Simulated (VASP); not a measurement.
# Zr (P6/mmm) in VASP: notebook

Zr is run at these levels: LDA; tasks: single point.

All numbers are computed with VASP 6.6.1; they aren't measurements. Logs are shortened: lines on timing, memory, paths and dates and some standing lists are left out, and cuts for length are marked.

**1. The cell of the first run**

It takes space group P6/mmm (No. 191, hexagonal). The conventional cell has a = 4.565 Å, b = 4.565 Å, c = 2.829 Å, α = 90.00°, β = 90.00°, γ = 120.00°. Zr (site symmetry 6/mmm) has 14 Zr at 2.83 to 2.99 Å within 3.7 Å. Zr (site symmetry -6m2) has 11 Zr at 2.64 to 2.99 Å within 3.5 Å.

This isn't the form of Zr at room conditions, which is hcp.

**2. Single point, LDA**

Contents of INCAR:

```
  ALGO = Normal
  EDIFF = 1E-6
  ENCUT = 520
  GGA = CA
  ISIF = 2
  ISMEAR = -1
  LASPH = True
  LCHARG = False
  LREAL = False
  LWAVE = False
  NBANDS = 25
  NELM = 100
  PREC = Accurate
  SIGMA = 0.08
```

Contents of KPOINTS:

```
k-points
0
Gamma
  8 8 11
```

Contents of POSCAR:

```
Zr
1.0
    4.5648144237      0.0000000000      0.0000000000
   -2.2824072118      3.9532452545      0.0000000000
    0.0000000000      0.0000000000      2.8294943106
Zr
3
Direct
    0.0000000000      0.0000000000      0.0000000000
    0.3333333333      0.6666666667      0.5000000000
    0.6666666667      0.3333333333      0.5000000000
```

Potentials or basis: VASP PAW LDA potentials, release 64 (Zr_sv).

Launch:

```bash
> cat potpaw_LDA.64/Zr_sv/POTCAR > POTCAR
> mpirun -np 1 vasp_std > vasp.out
```

OUTCAR:

```text
EDIFF = 1E-6
   ENCUT = 520
   GGA = CA
   ISIF = 2
   ISMEAR = -1
   LASPH = True
   LREAL = False
   NELM = 100
   PREC = Accurate

 ion  position               nearest neighbor table
   1  0.000  0.000  0.000-   2 2.99   3 2.99   2 2.99   3 2.99   2 2.99   2 2.99   3 2.99   3 2.99
                             3 2.99   3 2.99   2 2.99   2 2.99
   2  0.333  0.667  0.500-   3 2.64   3 2.64   3 2.64   1 2.99   1 2.99   1 2.99   1 2.99   1 2.99
                             1 2.99   3 3.87   3 3.87   3 3.87   3 3.87   3 3.87   3 3.87
   3  0.667  0.333  0.500-   2 2.64   2 2.64   2 2.64   1 2.99   1 2.99   1 2.99   1 2.99   1 2.99
                             1 2.99   2 3.87   2 3.87   2 3.87   2 3.87   2 3.87   2 3.87

  LATTYP: Found a hexagonal cell.
 ALAT       =     4.5648144237
 C/A-ratio  =     0.6198487053

  Lattice vectors:

 A1 = (   4.5648144237,   0.0000000000,   0.0000000000)
 A2 = (  -2.2824072118,   3.9532452545,   0.0000000000)
 A3 = (   0.0000000000,   0.0000000000,   2.8294943106)

Analysis of symmetry for initial positions (statically):
=====================================================================
 Subroutine PRICEL returns:
 Original cell was already a primitive cell.

 Routine SETGRP: Setting up the symmetry group for a
 hexagonal supercell.

 Subroutine GETGRP returns: Found 24 space group operations
 (whereof 24 operations were pure point group operations)
 out of a pool of 24 trial point group operations.

The static configuration has the point symmetry D_6h.

Analysis of symmetry for dynamics (positions and initial velocities):
=====================================================================
 Subroutine PRICEL returns:
 Original cell was already a primitive cell.

 Routine SETGRP: Setting up the symmetry group for a
 hexagonal supercell.

 Subroutine GETGRP returns: Found 24 space group operations
 (whereof 24 operations were pure point group operations)
 out of a pool of 24 trial point group operations.

The dynamic configuration has the point symmetry D_6h.

 Subroutine INISYM returns: Found 24 space group operations
 (whereof 24 operations are pure point group operations),
 and found     1 'primitive' translations

----------------------------------------------------------------------------------------

                                     Primitive cell

  volume of cell :      51.0606

  direct lattice vectors                    reciprocal lattice vectors
     4.564814424  0.000000000  0.000000000     0.219066956  0.126478366  0.000000000
    -2.282407212  3.953245255  0.000000000     0.000000000  0.252956732  0.000000000
     0.000000000  0.000000000  2.829494311     0.000000000  0.000000000  0.353420043

  length of vectors
     4.564814424  4.564814424  2.829494311     0.252956732  0.252956732  0.353420043

  position of ions in fractional coordinates (direct lattice)
     0.000000000  0.000000000  0.000000000
     0.333333333  0.666666667  0.500000000
     0.666666667  0.333333333  0.500000000

  ion indices of the primitive-cell ions
   primitive index   ion index
                 1           1
                 2           2
                 3           3

----------------------------------------------------------------------------------------

 KPOINTS: k-points

Automatic generation of k-mesh.
 Grid dimensions read from file:
 generate k-points for:    8    8   11

 Generating k-lattice:

  Cartesian coordinates                     Fractional coordinates (reciprocal lattice)
     0.027383369  0.015809796  0.000000000     0.125000000  0.000000000  0.000000000
     0.000000000  0.031619591  0.000000000     0.000000000  0.125000000  0.000000000
     0.000000000  0.000000000  0.032129095     0.000000000  0.000000000  0.090909091

  Length of vectors
     0.031619591  0.031619591  0.032129095

  Shift w.r.t. Gamma in fractional coordinates (k-lattice)
     0.000000000  0.000000000  0.000000000

 Subroutine IBZKPT returns following result:
 ===========================================

 Found     60 irreducible k-points:

 Following reciprocal coordinates:
            Coordinates               Weight
  0.000000  0.000000  0.000000      1.000000
  0.125000  0.000000  0.000000      6.000000
  0.250000  0.000000  0.000000      6.000000
  0.375000  0.000000  0.000000      6.000000
  0.500000  0.000000  0.000000      3.000000
  0.125000  0.125000  0.000000      6.000000
[... 16 lines left out ...]
  0.250000  0.000000  0.181818     12.000000
  0.375000  0.000000  0.181818     12.000000
 [... further k-points ...]
   k-points           NKPTS =     60   k-points in BZ     NKDIM =     60   number of bands    NBANDS=     25
   number of dos      NEDOS =    301   number of ions     NIONS =      3
   total plane-waves  NPLWV =  31104
   dimension x,y,z NGX =    36 NGY =   36 NGZ =   24
   dimension x,y,z NGXF=    72 NGYF=   72 NGZF=   48
   ions per type =               3
   NGX,Y,Z   is equivalent  to a cutoff of  13.11, 13.11, 14.10 a.u.
   NGXF,Y,Z  is equivalent  to a cutoff of  26.22, 26.22, 28.20 a.u.
 SYSTEM =  unknown system
   PREC   = accura    normal or accurate (medium, high low for compatibility)
   ISTART =      0    job   : 0-new  1-cont  2-samecut
   ICHARG =      2    charge: 1-file 2-atom 10-const
   ISPIN  =      1    spin polarized calculation?
   LNONCOLLINEAR =      F non collinear calculations
   LSORBIT =      F    spin-orbit coupling
   LASPH  =      T    aspherical Exc in radial PAW
   ENCUT  =  520.0 eV  38.22 Ry    6.18 a.u.   8.49  8.49  5.26*2*pi/ulx,y,z
   NELM   =    100;   NELMIN=  2; NELMDL= -5     # of ELM steps
   EDIFF  = 0.1E-05   stopping-criterion for ELM
   LREAL  =      F    real-space projection
   EDIFFG = 0.1E-04   stopping-criterion for IOM
   NSW    =      0    number of steps for IOM
   IBRION =     -1    ionic relax: 0-MD 1-quasi-New 2-CG
   NFREE  =      0    steps in history (QN), initial steepest desc. (CG)
   ISIF   =      2    stress and relaxation
   ISYM   =      2    0-nonsym 1-usesym 2-fastsym
   POTIM  = 0.5000    time-step for ionic-motion
   TEBEG  =    0.0;   TEEND  =   0.0 temperature during run
   PSTRESS=    0.0 pullay stress
   NELECT =      36.0000    total number of electrons
   NUPDOWN=      -1.0000    fix difference up-down
   EMIN   =  10.00;   EMAX   =-10.00  energy-range for DOS
   EFERMI =   0.00;   METHOD = LEGACY
   ISMEAR =    -1;   SIGMA  =   0.08  broadening in eV -4-tet -1-fermi 0-gaus
   EFERMI_NEDOS =   21; number of points for ismear=-14 and -15
   IALGO  =     38    algorithm
   IMIX   =      4    mixing-type and parameters
     AMIX     =   0.40;   BMIX     =  1.00
     AMIX_MAG =   1.60;   BMIX_MAG =  1.00
  volume/ion in A,a.u.               =      17.02       114.86
  Fermi-wavevector in a.u.,A,eV,Ry     =   1.457070  2.753463 28.885891  2.123053
  Thomas-Fermi vector in A             =   2.573914
   LORBIT       =      0    0 simple, 1 ext, 2 COOP (PROOUT), +10 PAW based schemes
   GGA     = CA    functional components
   LHFCALC =     F    Hartree Fock is set to
   AEXX    =    0.0000 exact exchange contribution
   IVDW    =     0    specifies the selected vdW correction
   LEPSILON=     F    determine dielectric tensor
   LRPA    =     F    only Hartree local field effects (RPA)
 non-spin polarized calculation
  energy-cutoff  :      520.00
  volume of cell :       51.06
 maximum number of plane-waves:      1402
 NGX is ok and might be reduce to    36
   NGX = 17   NGY = 17   NGZ = 11

 number of electron      36.0000000 magnetization

 Free energy of the ion-electron system (eV)
  ---------------------------------------------------
  ext. energy  EPLUGINS =         0.00000000
  ---------------------------------------------------
  free energy    TOTEN  =       -26.56186371 eV

  energy without entropy =      -26.50549429  energy(sigma->0) =      -26.53367900

 E-fermi :  12.5011     XC(G=0): -12.7962

 val. band max:       12.4976799326   @ k =   0.3750   0.0000   0.0909
 cond. band min:      12.5101585843   @ k =   0.5000   0.0000   0.4545
 fundamental gap:      0.0124786517
 Fermi energy:        12.5010774630

 k-point     1 :       0.0000    0.0000    0.0000
  band No.  band energies     occupation
      1     -35.6037      2.00000
      2     -35.1084      2.00000
      3     -34.8088      2.00000
      4     -14.4360      2.00000
      5     -14.4360      2.00000
      6     -14.0398      2.00000
[... 17 lines left out ...]
     24      15.4152      0.00000
     25      15.4248      0.00000

 k-point     2 :       0.1250    0.0000    0.0000
  band No.  band energies     occupation
      1     -35.5769      2.00000
      2     -35.1167      2.00000
      3     -34.8308      2.00000
      4     -14.5994      2.00000
      5     -14.5286      2.00000
      6     -13.8470      2.00000
[... 17 lines left out ...]
     24      14.8517      0.00000
     25      16.2369      0.00000

 k-point     3 :       0.2500    0.0000    0.0000
  band No.  band energies     occupation
      1     -35.5016      2.00000
      2     -35.1403      2.00000
      3     -34.8907      2.00000
      4     -14.8174      2.00000
      5     -14.5356      2.00000
      6     -13.5489      2.00000
[... 17 lines left out ...]
     24      15.4922      0.00000
     25      17.1165      0.00000

 k-point     4 :       0.3750    0.0000    0.0000
  band No.  band energies     occupation
      1     -35.3957      2.00000
      2     -35.1815      2.00000
      3     -34.9638      2.00000
      4     -14.9652      2.00000
      5     -14.3439      2.00000
      6     -13.5026      2.00000
[... 17 lines left out ...]
     24      16.5446      0.00000
     25      16.8491      0.00000
[... 477 lines left out ...]
 k-point    22 :       0.1250    0.0000    0.1818
  band No.  band energies     occupation
      1     -35.4867      2.00000
      2     -35.0910      2.00000
      3     -34.7758      2.00000
      4     -14.4916      2.00000
      5     -14.4270      2.00000
      6     -13.7706      2.00000
[... 17 lines left out ...]
     24      14.9281      0.00000
     25      16.9792      0.00000

 k-point    23 :       0.2500    0.0000    0.1818
  band No.  band energies     occupation
      1     -35.4171      2.00000
      2     -35.1081      2.00000
      3     -34.8354      2.00000
      4     -14.6802      2.00000
      5     -14.4420      2.00000
      6     -13.5915      2.00000
[... 17 lines left out ...]
     24      15.2969      0.00000
     25      17.4956      0.00000

 k-point    24 :       0.3750    0.0000    0.1818
  band No.  band energies     occupation
      1     -35.3204      2.00000
      2     -35.1371      2.00000
      3     -34.9102      2.00000
      4     -14.8130      2.00000
      5     -14.3096      2.00000
      6     -13.6785      2.00000
[... 17 lines left out ...]
     24      16.0449      0.00000
     25      16.8451      0.00000

 [... further k-points ...]

------------------------ aborting loop because EDIFF is reached ----------------------------------------

  FORCE on cell =-STRESS in cart. coord.  units (eV):
  Direction    XX          YY          ZZ          XY          YZ          ZX
  --------------------------------------------------------------------------------------
  -------------------------------------------------------------------------------------
  Total       12.2202206     12.2202206     12.1756181      0.0000000      0.0000000      0.0000000
  in kB      383.4457420    383.4457420    382.0462037      0.0000000      0.0000000      0.0000000
  external PRESSURE =     382.9792292 kB  Pullay stress =       0.0000000 kB

 VOLUME and BASIS-vectors are now :
 -----------------------------------------------------------------------------
  energy-cutoff  :      520.00
  volume of cell :       51.06
      direct lattice vectors                 reciprocal lattice vectors
     4.564814424  0.000000000  0.000000000     0.219066956  0.126478366  0.000000000
    -2.282407212  3.953245255  0.000000000     0.000000000  0.252956732  0.000000000
     0.000000000  0.000000000  2.829494311     0.000000000  0.000000000  0.353420043

 POSITION                                       TOTAL-FORCE (eV/Angst)
 -----------------------------------------------------------------------------------
      0.00000      0.00000      0.00000        -0.000000      0.000000      0.000000
     -0.00000      2.63550      1.41475        -0.000000      0.000000     -0.000000
      2.28241      1.31775      1.41475         0.000000      0.000000      0.000000
 -----------------------------------------------------------------------------------
    total drift:                                0.000000     -0.000000     -0.000000

  FREE ENERGIE OF THE ION-ELECTRON SYSTEM (eV)
  ---------------------------------------------------
  free  energy   TOTEN  =       -26.5618637104 eV

  energy  without entropy=      -26.5054942887  energy(sigma->0) =      -26.53367900
```

Run time: 96 s. Hardware: 1 thread of Intel Xeon 8259CL, shared host; peak memory 0.19 GiB.

Results:

```yaml
Free_energy: -26.5619 eV
Pressure: 38.3 GPa
Band_gap_on_the_k_mesh: zero (bands 18 and 19 overlap by 1.01 eV)
```

Caveat: the cell stands under pressure.

**3. Single point, LDA**

Contents of INCAR:

```
SYSTEM = Zr
  PREC = Accurate
  ENCUT = 520
  EDIFF = 1E-7
  ISMEAR = -1
  SIGMA = 0.08
  LREAL = .FALSE.
  LASPH = .TRUE.
  NELM = 60
  ALGO = Normal
  ISIF = 2
  LWAVE = .FALSE.
  LCHARG = .FALSE.
  GGA = CA
  NBANDS = 25
```

Contents of KPOINTS:

```
Automatic mesh
0
G
  8 8 11
  0 0 0
```

Contents of POSCAR:

```
Zr
1.0
    4.5651037981      0.0000000000      0.0000000000
   -2.2825518990      3.9534958601      0.0000000000
    0.0000000000      0.0000000000      2.8296573827
Zr
3
Direct
    0.0000000000      0.0000000000      0.0000000000
    0.3333333333      0.6666666667      0.5000000000
    0.6666666667      0.3333333333      0.5000000000
```

Potentials or basis: VASP PAW LDA potentials, release 64 (Zr_sv).

Launch:

```bash
> cat potpaw_LDA.64/Zr_sv/POTCAR > POTCAR
> mpirun -np 1 vasp_std > vasp.out
```

OUTCAR:

```text
SYSTEM = Zr
   PREC = Accurate
   ENCUT = 520
   EDIFF = 1E-7
   ISMEAR = -1
   LREAL = .FALSE.
   LASPH = .TRUE.
   NELM = 60
   ISIF = 2
   GGA = CA

 ion  position               nearest neighbor table
   1  0.000  0.000  0.000-   2 2.99   3 2.99   2 2.99   3 2.99   3 2.99   3 2.99   2 2.99   2 2.99
                             3 2.99   3 2.99   2 2.99   2 2.99
   2  0.333  0.667  0.500-   3 2.64   3 2.64   3 2.64   1 2.99   1 2.99   1 2.99   1 2.99   1 2.99
                             1 2.99   3 3.87   3 3.87   3 3.87   3 3.87   3 3.87   3 3.87
   3  0.667  0.333  0.500-   2 2.64   2 2.64   2 2.64   1 2.99   1 2.99   1 2.99   1 2.99   1 2.99
                             1 2.99   2 3.87   2 3.87   2 3.87   2 3.87   2 3.87   2 3.87

  LATTYP: Found a hexagonal cell.
 ALAT       =     4.5651037981
 C/A-ratio  =     0.6198451356

  Lattice vectors:

 A1 = (   4.5651037981,   0.0000000000,   0.0000000000)
 A2 = (  -2.2825518990,   3.9534958601,   0.0000000000)
 A3 = (   0.0000000000,   0.0000000000,   2.8296573827)

Analysis of symmetry for initial positions (statically):
=====================================================================
 Subroutine PRICEL returns:
 Original cell was already a primitive cell.

 Routine SETGRP: Setting up the symmetry group for a
[... 172 lines left out ...]
 val. band max:       12.4952460191   @ k =   0.3750   0.0000   0.0909
 cond. band min:      12.5079375127   @ k =   0.5000  -0.0000   0.4545
 fundamental gap:      0.0126914937
 Fermi energy:        12.4985868244

 k-point     1 :       0.0000    0.0000    0.0000
  band No.  band energies     occupation
      1     -35.6061      2.00000
      2     -35.1112      2.00000
      3     -34.8117      2.00000
      4     -14.4382      2.00000
      5     -14.4382      2.00000
      6     -14.0421      2.00000
[... 661 lines left out ...]
     24      16.0419      0.00000
     25      16.8418      0.00000

 [... further k-points ...]

------------------------ aborting loop because EDIFF is reached ----------------------------------------

  FORCE on cell =-STRESS in cart. coord.  units (eV):
  Direction    XX          YY          ZZ          XY          YZ          ZX
  --------------------------------------------------------------------------------------
  -------------------------------------------------------------------------------------
  Total       12.2044636     12.2044636     12.1620646      0.0000000      0.0000000     -0.0000000
  in kB      382.8807055    382.8807055    381.5505553      0.0000000      0.0000000     -0.0000000
  external PRESSURE =     382.4373221 kB  Pullay stress =       0.0000000 kB

 VOLUME and BASIS-vectors are now :
 -----------------------------------------------------------------------------
  energy-cutoff  :      520.00
  volume of cell :       51.07
      direct lattice vectors                 reciprocal lattice vectors
     4.565103798  0.000000000  0.000000000     0.219053070  0.126470349  0.000000000
    -2.282551899  3.953495860  0.000000000     0.000000000  0.252940697  0.000000000
     0.000000000  0.000000000  2.829657383     0.000000000  0.000000000  0.353399675

 POSITION                                       TOTAL-FORCE (eV/Angst)
 -----------------------------------------------------------------------------------
      0.00000      0.00000      0.00000         0.000000     -0.000000     -0.000000
     -0.00000      2.63566      1.41483         0.000000     -0.000000      0.000000
      2.28255      1.31783      1.41483        -0.000000      0.000000     -0.000000
 -----------------------------------------------------------------------------------
    total drift:                                0.000000     -0.000000     -0.000000

  FREE ENERGIE OF THE ION-ELECTRON SYSTEM (eV)
  ---------------------------------------------------
  free  energy   TOTEN  =       -26.5641160463 eV

  energy  without entropy=      -26.5077562411  energy(sigma->0) =      -26.53593614
```

It took 89 s on 1 thread of Intel Xeon 8259CL, shared host; peak memory 0.19 GiB.

What came out:

```
Free energy            : -26.5641 eV
Pressure               : 38.2 GPa
Band gap on the k mesh : zero (bands 18 and 19 overlap by 1.01 eV)
```

Caveat: the cell stands under pressure.
